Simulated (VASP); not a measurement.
Bi:

```
Bi
1.0
     2.22514    1.28469    4.12626
    -2.22514    1.28469    4.12626
     0.00000   -2.56937    4.12626
Bi
2
Direct
  0.22754 0.22754 0.22754
  0.77246 0.77246 0.77246
```

```yaml
Program: VASP 6.6.1
Task: relaxation of cell and atoms
Functional: PBE
Potentials_or_basis: VASP PAW PBE potentials, release 64 (Bi_d)
Cutoff: 600 eV
k_mesh: 6 × 6 × 6
Occupations: gaussian, width 0.05 eV
Spin: no spin polarisation
```

At the start: pressure 4.1 GPa; volume 35.39 Å³/atom.

**Question.** Where does the relaxation end?

**Answer.** Over 10 steps the energy falls by 49.8 meV/atom and the volume is 36.95 Å³/atom (+4.4 %); space group R-3m (No. 166, to 0.05 Å).

Step by step:
| step | energy change (eV) | largest force (eV/Å) | pressure (GPa) | volume (Å³) |
| --- | --- | --- | --- | --- |
| 1 | 0.0000 | 0.9049 | 4.12 | 70.77 |
| 2 | -0.0495 | 0.2470 | -2.50 | 80.49 |
| 3 | -0.0894 | 0.1580 | -0.28 | 76.30 |
| 4 | -0.0894 | 0.1708 | -0.22 | 76.19 |
| 5 | -0.0926 | 0.1344 | -0.23 | 75.70 |
| 6 | -0.0978 | 0.0314 | 0.13 | 74.25 |
| 7 | -0.0980 | 0.0081 | 0.18 | 73.92 |
| 8 | -0.0990 | 0.0492 | -0.21 | 74.34 |
| 9 | -0.0990 | 0.0402 | -0.16 | 74.29 |
| 10 | -0.0996 | 0.0026 | 0.02 | 73.90 |

Final structure:
```yaml
crystal:
  lattice:
    - [2.29067, 1.32252, 4.06544]
    - [-2.29067, 1.32252, 4.06544]
    - [0.00000, -2.64504, 4.06544]
  atoms:
    - { symbol: Bi, position: [0.23284, 0.23284, 0.23284] }
    - { symbol: Bi, position: [0.76716, 0.76716, 0.76716] }
```
